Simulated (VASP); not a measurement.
# BN (F-43m) in VASP: density of states with PBE

Aim: the density of states of BN with PBE.

All numbers are computed with VASP 6.6.1; they aren't measurements. Logs are shortened: lines on timing, memory, paths and dates and some standing lists are left out, and cuts for length are marked.

**1. The cell of the first run**

Symmetry: F-43m, No. 216, cubic system. The conventional cell has a = 3.625 Å, b = 3.625 Å, c = 3.625 Å, α = 90.00°, β = 90.00°, γ = 90.00°. B (site symmetry -43m) has 4 N at 1.57 Å within 2.1 Å. N (site symmetry -43m) has 4 B at 1.57 Å within 2.1 Å.

**2. Density of states, PBE**

The input, POSCAR:

```
BN
1.0
    0.0000000000      1.8123409538      1.8123409538
    1.8123409538      0.0000000000      1.8123409538
    1.8123409538      1.8123409538      0.0000000000
B N
1 1
Direct
    0.2500000000      0.2500000000      0.2500000000
    0.5000000000      0.5000000000      0.5000000000
```

The input, INCAR.step1:

```
SYSTEM = BN
ALGO     = Normal         ! electronic algorithm
EDIFF    = 1E-7           ! SCF threshold, eV
ENCUT    = 520            ! plane-wave cutoff, eV
GGA      = PE             ! functional
ISIF     = 2              ! what is computed and relaxed
ISMEAR   = 0              ! smearing method
LASPH    = .TRUE.         ! aspherical terms in the spheres
LCHARG   = .TRUE.         ! write CHGCAR
LREAL    = .FALSE.        ! projectors in reciprocal space
LWAVE    = .FALSE.        ! write WAVECAR
NBANDS   = 11             ! bands
NELM     = 60             ! most SCF steps
PREC     = Accurate       ! precision mode
SIGMA    = 0.02           ! smearing width, eV
```

The input, KPOINTS.step1:

```
k-points
0
G
  12 12 12
  0 0 0
```

The input, INCAR.step2:

```
SYSTEM = BN
ALGO     = Normal         ! electronic algorithm
EDIFF    = 1E-7           ! SCF threshold, eV
ENCUT    = 520            ! plane-wave cutoff, eV
GGA      = PE             ! functional
ICHARG   = 11             ! starting density
ISIF     = 2              ! what is computed and relaxed
ISMEAR   = -5             ! smearing method
LASPH    = .TRUE.         ! aspherical terms in the spheres
LCHARG   = .FALSE.        ! write CHGCAR
LORBIT   = 10             ! projections on sites
LREAL    = .FALSE.        ! projectors in reciprocal space
LWAVE    = .FALSE.        ! write WAVECAR
NBANDS   = 11             ! bands
NEDOS    = 1001           ! points of the DOS
NELM     = 60             ! most SCF steps
PREC     = Accurate       ! precision mode
SIGMA    = 0.02           ! smearing width, eV
```

The input, KPOINTS.step2:

```
k-points
0
G
  18 18 18
  0 0 0
```

Potentials or basis: VASP PAW PBE potentials, release 64 (B, N).

Launch:

```
cat potpaw_PBE.64/B/POTCAR potpaw_PBE.64/N/POTCAR > POTCAR
cp INCAR.step1 INCAR
cp KPOINTS.step1 KPOINTS
mpirun -np 1 vasp_std > vasp.out
cp INCAR.step2 INCAR
cp KPOINTS.step2 KPOINTS
mpirun -np 1 vasp_std > vasp.out
```

OUTCAR:

```text
SYSTEM = BN
   EDIFF = 1E-7
   ENCUT = 520
   GGA = PE
   ICHARG = 11
   ISIF = 2
   ISMEAR = -5
   LASPH = .TRUE.
   LORBIT = 10
   LREAL = .FALSE.
   NELM = 60
   PREC = Accurate

 ion  position               nearest neighbor table
   1  0.250  0.250  0.250-   2 1.57   2 1.57   2 1.57   2 1.57
   2  0.500  0.500  0.500-   1 1.57   1 1.57   1 1.57   1 1.57

  LATTYP: Found a face centered cubic cell.
 ALAT       =     3.6246819076

  Lattice vectors:

 A1 = (   0.0000000000,   1.8123409538,   1.8123409538)
 A2 = (   1.8123409538,   0.0000000000,   1.8123409538)
 A3 = (   1.8123409538,   1.8123409538,   0.0000000000)

Analysis of symmetry for initial positions (statically):
=====================================================================
 Subroutine PRICEL returns:
 Original cell was already a primitive cell.

 Routine SETGRP: Setting up the symmetry group for a
 face centered cubic supercell.

 Subroutine GETGRP returns: Found 24 space group operations
 (whereof 24 operations were pure point group operations)
 out of a pool of 48 trial point group operations.

The static configuration has the point symmetry T_d .

Analysis of symmetry for dynamics (positions and initial velocities):
=====================================================================
 Subroutine PRICEL returns:
 Original cell was already a primitive cell.

 Routine SETGRP: Setting up the symmetry group for a
 face centered cubic supercell.

 Subroutine GETGRP returns: Found 24 space group operations
 (whereof 24 operations were pure point group operations)
 out of a pool of 48 trial point group operations.

The dynamic configuration has the point symmetry T_d .

 Subroutine INISYM returns: Found 24 space group operations
 (whereof 24 operations are pure point group operations),
 and found     1 'primitive' translations

----------------------------------------------------------------------------------------

                                     Primitive cell

  volume of cell :      11.9056

  direct lattice vectors                    reciprocal lattice vectors
     0.000000000  1.812340954  1.812340954    -0.275886278  0.275886278  0.275886278
     1.812340954  0.000000000  1.812340954     0.275886278 -0.275886278  0.275886278
     1.812340954  1.812340954  0.000000000     0.275886278  0.275886278 -0.275886278

  length of vectors
     2.563037157  2.563037157  2.563037157     0.477849050  0.477849050  0.477849050

  position of ions in fractional coordinates (direct lattice)
     0.250000000  0.250000000  0.250000000
     0.500000000  0.500000000  0.500000000

  ion indices of the primitive-cell ions
   primitive index   ion index
                 1           1
                 2           2

----------------------------------------------------------------------------------------

 KPOINTS: k-points

Automatic generation of k-mesh.
 Grid dimensions read from file:
 generate k-points for:   18   18   18

 Generating k-lattice:

  Cartesian coordinates                     Fractional coordinates (reciprocal lattice)
    -0.015327015  0.015327015  0.015327015     0.055555556  0.000000000  0.000000000
     0.015327015 -0.015327015  0.015327015     0.000000000  0.055555556  0.000000000
     0.015327015  0.015327015 -0.015327015     0.000000000  0.000000000  0.055555556

  Length of vectors
     0.026547169  0.026547169  0.026547169

  Shift w.r.t. Gamma in fractional coordinates (k-lattice)
     0.000000000  0.000000000  0.000000000

 TETIRR: Found    806 inequivalent tetrahedra from    34992

 Subroutine IBZKPT returns following result:
 ===========================================

 Found    195 irreducible k-points:

 Following reciprocal coordinates:
            Coordinates               Weight
  0.000000  0.000000  0.000000      1.000000
  0.055556  0.000000  0.000000      8.000000
  0.111111  0.000000  0.000000      8.000000
  0.166667  0.000000  0.000000      8.000000
  0.222222  0.000000  0.000000      8.000000
  0.277778  0.000000  0.000000      8.000000
[... 16 lines left out ...]
 -0.277778  0.055556  0.000000     24.000000
 -0.222222  0.055556  0.000000     24.000000
 [... further k-points ...]
   k-points           NKPTS =    195   k-points in BZ     NKDIM =    195   number of bands    NBANDS=     11
   number of dos      NEDOS =   1001   number of ions     NIONS =      2
   total plane-waves  NPLWV =   8000
   dimension x,y,z NGX =    20 NGY =   20 NGZ =   20
   dimension x,y,z NGXF=    40 NGYF=   40 NGZF=   40
   ions per type =               1   1
   NGX,Y,Z   is equivalent  to a cutoff of  12.97, 12.97, 12.97 a.u.
   NGXF,Y,Z  is equivalent  to a cutoff of  25.95, 25.95, 25.95 a.u.
 SYSTEM =  BN
   PREC   = accura    normal or accurate (medium, high low for compatibility)
   ISTART =      0    job   : 0-new  1-cont  2-samecut
   ICHARG =     11    charge: 1-file 2-atom 10-const
   ISPIN  =      1    spin polarized calculation?
   LNONCOLLINEAR =      F non collinear calculations
   LSORBIT =      F    spin-orbit coupling
   LASPH  =      T    aspherical Exc in radial PAW
   ENCUT  =  520.0 eV  38.22 Ry    6.18 a.u.   4.77  4.77  4.77*2*pi/ulx,y,z
   NELM   =     60;   NELMIN=  2; NELMDL=  0     # of ELM steps
   EDIFF  = 0.1E-06   stopping-criterion for ELM
   LREAL  =      F    real-space projection
   EDIFFG = 0.1E-05   stopping-criterion for IOM
   NSW    =      0    number of steps for IOM
   IBRION =     -1    ionic relax: 0-MD 1-quasi-New 2-CG
   NFREE  =      0    steps in history (QN), initial steepest desc. (CG)
   ISIF   =      2    stress and relaxation
   ISYM   =      2    0-nonsym 1-usesym 2-fastsym
   POTIM  = 0.5000    time-step for ionic-motion
   TEBEG  =    0.0;   TEEND  =   0.0 temperature during run
   PSTRESS=    0.0 pullay stress
   NELECT =       8.0000    total number of electrons
   NUPDOWN=      -1.0000    fix difference up-down
   EMIN   =  10.00;   EMAX   =-10.00  energy-range for DOS
   EFERMI =   0.00;   METHOD = LEGACY
   ISMEAR =    -5;   SIGMA  =   0.02  broadening in eV -4-tet -1-fermi 0-gaus
   EFERMI_NEDOS =   21; number of points for ismear=-14 and -15
   IALGO  =     38    algorithm
   IMIX   =      4    mixing-type and parameters
     AMIX     =   0.40;   BMIX     =  1.00
     AMIX_MAG =   1.60;   BMIX_MAG =  1.00
  volume/ion in A,a.u.               =       5.95        40.17
  Fermi-wavevector in a.u.,A,eV,Ry     =   1.433909  2.709695 27.974871  2.056095
  Thomas-Fermi vector in A             =   2.553376
   LORBIT       =     10    0 simple, 1 ext, 2 COOP (PROOUT), +10 PAW based schemes
   GGA     = PE    functional components
   LHFCALC =     F    Hartree Fock is set to
   AEXX    =    0.0000 exact exchange contribution
   IVDW    =     0    specifies the selected vdW correction
   LEPSILON=     F    determine dielectric tensor
   LRPA    =     F    only Hartree local field effects (RPA)
 non-spin polarized calculation
 Fermi weights with tetrahedron method with Bloechl corrections
  energy-cutoff  :      520.00
  volume of cell :       11.91
 maximum number of plane-waves:       332

 number of electron       7.9999999 magnetization

 Free energy of the ion-electron system (eV)
  ---------------------------------------------------
  ext. energy  EPLUGINS =         0.00000000
  ---------------------------------------------------
  free energy    TOTEN  =       -17.45100006 eV

  energy without entropy =      -17.45100006  energy(sigma->0) =      -17.45100006

 E-fermi :   7.3460     XC(G=0): -12.7824

 val. band max:        7.3044527590   @ k =   0.0000   0.0000   0.0000
 cond. band min:      11.7552674314   @ k =   0.5000   0.5000   0.0000
 fundamental gap:      4.4508146724
 Fermi energy:         7.3460425667

 k-point     1 :       0.0000    0.0000    0.0000
  band No.  band energies     occupation
      1     -12.8353      2.00000
      2       7.3045      2.00000
      3       7.3045      2.00000
      4       7.3045      2.00000
      5      16.0861      0.00000
      6      16.0861      0.00000
      7      16.0861      0.00000
      8      17.5236      0.00000
      9      31.9063      0.00000
     10      34.9752      0.00000
     11      35.0212      0.00000

 k-point     2 :       0.0556    0.0000    0.0000
  band No.  band energies     occupation
      1     -12.7605      2.00000
      2       6.8815      2.00000
      3       7.2223      2.00000
      4       7.2223      2.00000
      5      16.1889      0.00000
      6      16.2112      0.00000
      7      16.2112      0.00000
      8      17.7824      0.00000
      9      31.8248      0.00000
     10      33.5067      0.00000
     11      33.5067      0.00000

 k-point     3 :       0.1111    0.0000    0.0000
  band No.  band energies     occupation
      1     -12.5374      2.00000
      2       5.7825      2.00000
      3       6.9992      2.00000
      4       6.9992      2.00000
      5      16.3834      0.00000
      6      16.5463      0.00000
      7      16.5463      0.00000
      8      18.4949      0.00000
      9      31.5739      0.00000
     10      32.1509      0.00000
     11      32.1510      0.00000
[... 267 lines left out ...]
 k-point    23 :      -0.2778    0.0556    0.0000
  band No.  band energies     occupation
      1     -10.7471      2.00000
      2       0.5438      2.00000
      3       5.3786      2.00000
      4       6.1259      2.00000
      5      17.1999      0.00000
      6      17.6647      0.00000
      7      18.0620      0.00000
      8      21.3096      0.00000
      9      30.0132      0.00000
     10      30.0448      0.00000
     11      32.9163      0.00000

 k-point    24 :      -0.2222    0.0556    0.0000
  band No.  band energies     occupation
      1     -11.4063      2.00000
      2       2.1481      2.00000
      3       5.6555      2.00000
      4       6.4690      2.00000
      5      16.9923      0.00000
      6      17.3347      0.00000
      7      17.8850      0.00000
      8      20.6067      0.00000
      9      29.7191      0.00000
     10      30.0036      0.00000
     11      32.8167      0.00000

 [... further k-points ...]
[... 5 lines left out ...]
  --------------------------------------------------------------------------------------
  -------------------------------------------------------------------------------------
  Total        0.0176078      0.0176078      0.0176078     -0.0000000      0.0000000      0.0000000
  in kB        2.3695533      2.3695533      2.3695533     -0.0000000      0.0000000      0.0000000
  external PRESSURE =       2.3695533 kB  Pullay stress =       0.0000000 kB

 VOLUME and BASIS-vectors are now :
 -----------------------------------------------------------------------------
  energy-cutoff  :      520.00
  volume of cell :       11.91
      direct lattice vectors                 reciprocal lattice vectors
     0.000000000  1.812340954  1.812340954    -0.275886278  0.275886278  0.275886278
     1.812340954  0.000000000  1.812340954     0.275886278 -0.275886278  0.275886278
     1.812340954  1.812340954  0.000000000     0.275886278  0.275886278 -0.275886278

 POSITION                                       TOTAL-FORCE (eV/Angst)
 -----------------------------------------------------------------------------------
      0.90617      0.90617      0.90617        -0.000000     -0.000000     -0.000000
      1.81234      1.81234      1.81234         0.000000      0.000000      0.000000
 -----------------------------------------------------------------------------------
    total drift:                                0.000000      0.000000      0.000000

  FREE ENERGIE OF THE ION-ELECTRON SYSTEM (eV)
  ---------------------------------------------------
  free  energy   TOTEN  =       -17.4510000563 eV

  energy  without entropy=      -17.4510000563  energy(sigma->0) =      -17.45100006

 total charge

# of ion       s       p       d       tot
------------------------------------------
    1        0.675   1.349   0.000   2.024
    2        1.213   2.756   0.000   3.968
--------------------------------------------------
tot          1.887   4.105   0.000   5.992
```

Wall time 9 s (1 thread of Intel Xeon 6975P-C (Granite Rapids), shared host); peak memory 0.13 GiB.

What came out:

| Property | Result |
| --- | --- |
| Valence electrons inside the program's atomic spheres | B 2.02; N 3.97 |

Levels at points of the mesh, in eV from the valence-band top:
```csv
k point,band 2,band 3,band 4,band 5,band 6,band 7
"(0.00, 0.00, 0.00)",0.00,0.00,0.00,8.78,8.78,8.78
"(0.50, 0.00, 0.00)",-10.62,-1.93,-1.93,10.04,10.66,10.66
"(0.50, 0.50, 0.00)",-8.86,-4.86,-4.86,4.45,9.19,17.79
```
